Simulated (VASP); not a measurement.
Wanted: the native input for a VASP 6.6.1 run.

```
Task                   : single point
Functional             : PBE
Potentials or basis    : VASP PAW PBE potentials, release 64 (Ca_sv, O)
Cutoff                 : 520 eV
k mesh                 : 9 × 9 × 6
Occupations            : gaussian, width 0.05 eV
Spin                   : no spin polarisation
Dipole correction      : no
Further INCAR settings : ALGO = Normal; EDIFF = 1e-06; NBANDS = 24
```

The structure of CaO lies in POSCAR:

```
CaO
1.0
    3.8430364254      0.0000000000      0.0000000000
   -1.9215182127      3.3281671721      0.0000000000
    0.0000000000      0.0000000000      4.8030269245
Ca O
2 2
Direct
    0.3333333333      0.6666666667      0.7500000000
    0.6666666667      0.3333333333      0.2500000000
    0.3333333333      0.6666666667      0.2500000000
    0.6666666667      0.3333333333      0.7500000000
```

These files were run (other wordings do the same):

INCAR

```
SYSTEM = CaO
  ALGO = Normal
  EDIFF = 1E-6
  ENCUT = 520
  GGA = PE
  ISIF = 2
  ISMEAR = 0
  LASPH = .True.
  LCHARG = .True.
  LELF = .True.
  LREAL = .False.
  LVHAR = .True.
  LWAVE = .False.
  NBANDS = 24
  NELM = 100
  PREC = Accurate
  SIGMA = 0.05
```

KPOINTS

```
k-points
0
Gamma
  9 9 6
  0 0 0
```

Potentials or basis: VASP PAW PBE potentials, release 64 (Ca_sv, O).

Command:

```sh
$ cat potpaw_PBE.64/Ca_sv/POTCAR potpaw_PBE.64/O/POTCAR > POTCAR
$ mpirun -np 1 vasp_std > vasp.out
```

Results of the run:

```yaml
Pressure: 9.2 GPa
Band_gap_on_the_k_mesh: 3.55 eV
```

Caveat: the stress differs along the axes, from 5 to 11 GPa.

Wall time 99 s on 1 thread of Intel Xeon 8259CL (shared host), peak memory 0.18 GiB.
